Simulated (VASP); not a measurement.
A run of VASP 6.6.1:

The input INCAR:

```
PREC     = Accurate       # precision mode
ENCUT    = 600            # plane-wave cutoff, eV
EDIFF    = 1E-6           # SCF threshold, eV
ISMEAR   = 0              # smearing method
SIGMA    = 0.1            # smearing width, eV
LREAL    = F              # projectors in reciprocal space
LASPH    = T              # aspherical terms in the spheres
NELM     = 100            # most SCF steps
ALGO     = Normal         # electronic algorithm
ISIF     = 3              # what is computed and relaxed
LWAVE    = F              # write WAVECAR
LCHARG   = F              # write CHGCAR
GGA      = PE             # functional
IBRION   = 2              # ionic algorithm
NSW      = 70             # ionic steps
EDIFFG   = -0.008         # ionic threshold
PSTRESS  = 20.0
```

File KPOINTS:

```
Automatic mesh
0
Gamma
  9 9 6
```

File POSCAR:

```
TaSi2
1.0
    4.7744518971      0.0000000000      0.0000000000
   -2.3872259485      4.1347966320      0.0000000000
    0.0000000000      0.0000000000      6.5566721573
Ta Si
3 6
Direct
    0.5000000000      0.0000000000      0.0000000000
    0.5000000000      0.5000000000      0.6666666667
    0.0000000000      0.5000000000      0.3333333333
    0.1589152983      0.3178305965      0.0000000000
    0.8410847017      0.1589152983      0.6666666667
    0.6821694035      0.8410847017      0.3333333333
    0.8410847017      0.6821694035      0.0000000000
    0.1589152983      0.8410847017      0.6666666667
    0.3178305965      0.1589152983      0.3333333333
```

Potentials or basis: VASP PAW PBE potentials, release 64 (Ta_pv, Si).

The run is started by

```console
$ cat potpaw_PBE.64/Ta_pv/POTCAR potpaw_PBE.64/Si/POTCAR > POTCAR
$ mpirun -np 1 vasp_std > vasp.out
```

Hardware: 1 thread of Intel(R) Xeon(R) Platinum 8488C (Sapphire Rapids), on a shared host.

**Question.** Estimate the wall time of this run.

**Answer.** It took 7.3 min on 1 thread of Intel(R) Xeon(R) Platinum 8488C (Sapphire Rapids), on a shared host, peak memory 0.43 GiB. Counts: scf iterations 29, k points 48, ion steps 3.
